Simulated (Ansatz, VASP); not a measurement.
# Te2Pb3Se in VASP and in Ansatz

```
Te Pb Se
1.0
    -2.28673    2.28673    9.67105
     2.28673   -2.28673    9.67105
     2.28673    2.28673   -9.67105
Te Pb Se
2 3 1
Cartesian
  0.0000 0.0000 16.0882
  0.0000 0.0000 3.2539
  0.0000 0.0000 12.7710
  0.0000 0.0000 6.5711
  0.0000 0.0000 0.0000
  0.0000 0.0000 9.6710
```

Alike in both runs: functional PBE; k mesh 12 × 12 × 12; occupations gaussian, width 0.02 eV; no spin polarisation.

Ansatz relaxed the structure, and its values are those at the end. VASP's run is a single point on that final structure, the one shown.

|  | VASP | Ansatz |
| --- | --- | --- |
| version | VASP 6.6.1 | Ansatz 0.2.0 |
| potentials or method | VASP PAW PBE potentials, release 64 (Te, Pb_d, Se), cutoff 520 eV | scalar-relativistic, plane waves, PAW |
| valence electrons in the cell | 60 | 90 |

Ansatz gave:

- gap on the k mesh at the Fermi level (eV): 0.52
- least direct gap on the mesh (eV): 0.52
- pressure (GPa): 0.0

Problem. What did VASP give for the same quantities?

Solution. gap on the k mesh at the Fermi level (eV): 0.53; least direct gap on the mesh (eV): 0.53; pressure (GPa): 0.0.

VASP's potentials hold 60 valence electrons a cell and Ansatz's 90, so a difference there can come from the potentials and not from the codes.

Spin-orbit coupling is off throughout.
